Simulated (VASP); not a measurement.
# ZnO (P6_3mc) in VASP: further runs, part 2 of 2

VASP 6.6.1.

### Step 4. Single point, r2SCAN

The input, POSCAR:

```
ZnO
1.0
    3.2351954566      0.0000000000      0.0000000000
   -1.6175977283      2.8017614517      0.0000000000
    0.0000000000      0.0000000000      5.2114259597
Zn O
2 2
Direct
    0.3333333333      0.6666666667      0.4996928418
    0.6666666667      0.3333333333     -0.0003071582
    0.6666666667      0.3333333333      0.3793171582
    0.3333333333      0.6666666667      0.8793171582
```

The input, INCAR.step1:

```
ALGO     = Normal         # electronic algorithm
EDIFF    = 1E-4           # SCF threshold, eV
ENCUT    = 520            # plane-wave cutoff, eV
GGA      = PE             # functional
ISMEAR   = -1             # smearing method
LASPH    = True           # aspherical terms in the spheres
LCHARG   = False          # write CHGCAR
LREAL    = False          # projectors in reciprocal space
LWAVE    = True           # write WAVECAR
NBANDS   = 26             # bands
NELM     = 80             # most SCF steps
PREC     = Accurate       # precision mode
SIGMA    = 0.05           # smearing width, eV
```

The input, INCAR.step2:

```
ALGO     = Normal         # electronic algorithm
EDIFF    = 1E-7           # SCF threshold, eV
ENCUT    = 520            # plane-wave cutoff, eV
ISIF     = 2              # what is computed and relaxed
ISMEAR   = -1             # smearing method
ISTART   = 1            
LASPH    = True           # aspherical terms in the spheres
LCHARG   = True           # write CHGCAR
LELF     = True           # ELF
LMIXTAU  = True         
LREAL    = False          # projectors in reciprocal space
LVHAR    = True         
LWAVE    = False          # write WAVECAR
METAGGA  = R2SCAN         # meta-GGA
NBANDS   = 26             # bands
NELM     = 80             # most SCF steps
PREC     = Accurate       # precision mode
SIGMA    = 0.05           # smearing width, eV
```

The input, KPOINTS:

```
k-points
0
Gamma
  12 12 8
```

Started as:

```console
cat potpaw_PBE.64/Zn/POTCAR potpaw_PBE.64/O/POTCAR > POTCAR
cp INCAR.step1 INCAR
mpirun -np 1 vasp_std > vasp.out
cp INCAR.step2 INCAR
mpirun -np 1 vasp_std > vasp.out
```

Run time: 3.6 min. Hardware: 1 thread of Intel Xeon Platinum 8559C (Emerald Rapids), shared host; peak memory 0.23 GiB.

The run converged. Its results:

```yaml
Free_energy: -36.3174 eV
Pressure: 1.0 GPa
Largest_force: 0.010 eV/Å
Band_gap_on_the_k_mesh: 1.23 eV, direct
```

Forces on the atoms (eV/Å):
```
Zn   0.000  0.000 -0.010
Zn   0.000  0.000 -0.010
O    0.000  0.000  0.010
O    0.000  0.000  0.010
```

Stress tensor (GPa, compression positive):
```
0.98 0.00 0.00
0.00 0.98 0.00
0.00 0.00 1.10
```

Levels at points of the mesh, in eV from the valence-band top:
| k point | band 15 | band 16 | band 17 | band 18 | band 19 | band 20 | band 21 | band 22 |
| --- | --- | --- | --- | --- | --- | --- | --- | --- |
| (0.00, 0.00, 0.00) | -0.82 | -0.09 | 0.00 | 0.00 | 1.23 | 5.87 | 8.83 | 13.73 |
| (0.50, 0.00, 0.00) | -2.87 | -2.34 | -1.31 | -0.87 | 6.43 | 7.36 | 8.08 | 9.32 |
| (0.00, 0.00, 0.50) | -0.40 | -0.40 | -0.40 | -0.40 | 3.94 | 3.94 | 10.83 | 10.83 |
| (0.50, 0.00, 0.50) | -1.56 | -1.56 | -1.41 | -1.41 | 6.25 | 6.25 | 9.18 | 9.18 |

Caveat: the PAW data sets were made with another functional, which shifts forces and pressure a little. r2SCAN opens gaps a little over a GGA but as a rule still falls short of measured ones.

### Step 5. Relaxation of cell and atoms, r2SCAN, target pressure -2 GPa, at which the enthalpy is minimised

Edit POSCAR of step 4 so:

```diff
@@ -3,3 +3,3 @@
     3.2351954566      0.0000000000      0.0000000000
-   -1.6175977283      2.8017614517      0.0000000000
+   -1.6175977283      2.8017614516      0.0000000000
     0.0000000000      0.0000000000      5.2114259597
```

The input, INCAR.step1:

```
PREC = Accurate
ENCUT = 600
ISMEAR = 0
SIGMA = 0.01
LREAL = False
LASPH = True
NELM = 100
GGA = PE
ALGO = Normal
EDIFF = 1E-4
LWAVE = True
LCHARG = False
```

The input, INCAR.step2:

```
PREC = Accurate
ENCUT = 600
EDIFF = 1E-6
ISMEAR = 0
SIGMA = 0.01
LREAL = False
LASPH = True
NELM = 100
ALGO = Normal
ISIF = 3
LWAVE = False
LCHARG = False
METAGGA = R2SCAN
LMIXTAU = True
IBRION = 2
NSW = 100
EDIFFG = -0.002
PSTRESS = -20.0
ISTART = 1
```

The input, KPOINTS:

```
Automatic mesh
0
Gamma
  8 8 4
```

Started as:

```console
cat potpaw_PBE.64/Zn/POTCAR potpaw_PBE.64/O/POTCAR > POTCAR
cp INCAR.step1 INCAR
mpirun -np 1 vasp_std > vasp.out
cp INCAR.step2 INCAR
mpirun -np 1 vasp_std > vasp.out
```

It took 18 min on 1 thread of Intel Xeon Platinum 8559C (Emerald Rapids), shared host; peak memory 0.21 GiB.

It converged, with:

- Free energy: -36.3183 eV
- Relaxed volume: 12.03 Å³/atom
- Relaxed cell: a = 3.254 Å, b = 3.254 Å, c = 5.248 Å, α = 90.00°, β = 90.00°, γ = 120.00°
- Space group after relaxing (to 0.05 Å): P6_3mc (No. 186)
- Energy change on relaxing (the enthalpy is what falls): +1.1 meV/atom
- Ionic steps: 20
- Pressure after relaxing: -2.0 GPa
- Band gap on the k mesh: 1.21 eV, direct

The path:
```tsv
step	energy change (eV)	largest force (eV/Å)	pressure (GPa)	volume (Å³)
1	0.0000	0.0077	0.71	47.24
2	0.0131	0.0070	-3.36	48.62
3	0.0036	0.0072	-1.87	48.06
4	0.0042	0.0071	-1.89	48.11
5	0.0079	0.0071	-2.63	48.35
6	0.0047	0.0071	-2.02	48.14
7	0.0047	0.0026	-2.02	48.14
8	0.0047	0.0012	-2.03	48.14
9	0.0046	0.0005	-1.99	48.14
10	0.0045	0.0004	-1.99	48.13
11	0.0045	0.0003	-2.00	48.13
12	0.0044	0.0008	-1.97	48.12
13	0.0044	0.0012	-1.97	48.12
14	0.0044	0.0006	-1.98	48.13
15	0.0044	0.0001	-2.00	48.12
16	0.0044	0.0000	-1.99	48.12
17	0.0044	0.0004	-1.97	48.12
18	0.0045	0.0000	-2.05	48.13
19	0.0045	0.0011	-1.95	48.13
20	0.0045	0.0007	-2.01	48.13
```

Final structure:
```
Zn O
1.0
     3.25410    0.00000    0.00000
    -1.62705    2.81813    0.00000
     0.00000    0.00000    5.24818
Zn O
2 2
Direct
  0.33333 0.66667 0.50003
  0.66667 0.33333 0.00003
  0.66667 0.33333 0.37898
  0.33333 0.66667 0.87898
```

Levels at points of the mesh, in eV from the valence-band top:
```tsv
k point	band 14	band 15	band 16	band 17	band 18	band 19	band 20	band 21	band 22
(0.00, 0.00, 0.00)	-0.80	-0.80	-0.09	0.00	0.00	1.21	5.81	8.76	13.65
(0.50, 0.00, 0.00)	-3.52	-2.82	-2.27	-1.28	-0.84	6.35	7.33	8.05	9.20
(0.00, 0.00, 0.50)	-2.23	-0.39	-0.39	-0.39	-0.39	3.89	3.89	10.74	10.74
(0.50, 0.00, 0.50)	-3.75	-1.51	-1.51	-1.38	-1.38	6.21	6.21	9.07	9.07
```

Caveat: the cell is relaxed towards a set pressure, so the enthalpy falls and the energy may rise; the PAW data sets were made with another functional, which shifts forces and pressure a little. Zero-point motion and thermal expansion aren't in these numbers.

### Step 6. Summary

| task | cell | k mesh | cutoff (eV) | smearing | gap on the mesh (eV) | pressure (GPa) | largest force (eV/Å) |
| --- | --- | --- | --- | --- | --- | --- | --- |
| single point | a = 3.235, b = 3.235, c = 5.211 Å, angles 90.0, 90.0, 120.0°, 4 atoms | 8 × 8 × 4 | 520 | gaussian 0.01 eV | 1.23 | 1.0 | 0.01 |
| single point | a = 3.249, b = 3.249, c = 5.236 Å, angles 90.0, 90.0, 120.0°, 4 atoms | 8 × 8 × 4 | 520 | gaussian 0.01 eV | 1.21 | -1.0 | 0.02 |
| single point | a = 3.235, b = 3.235, c = 5.211 Å, angles 90.0, 90.0, 120.0°, 4 atoms | 12 × 12 × 8 | 520 | fermi-dirac 0.05 eV | 1.23 | 1.0 | 0.01 |
| relaxation of cell and atoms | relaxed to -2 GPa from a = 3.235, b = 3.235, c = 5.211 Å, angles 90.0, 90.0, 120.0°, 4 atoms | 8 × 8 × 4 | 600 | gaussian 0.01 eV | 1.21 | -2.0 | - |

Alike in all rows: level r2SCAN; potentials or basis VASP PAW PBE potentials, release 64 (Zn, O); no spin polarisation.

Caveats: the PAW data sets were made with another functional, which shifts forces and pressure a little; the cell is relaxed towards a set pressure, so the enthalpy falls and the energy may rise (some runs).

Total energies depend on the potentials used, so only differences within one code and one set of settings carry meaning.
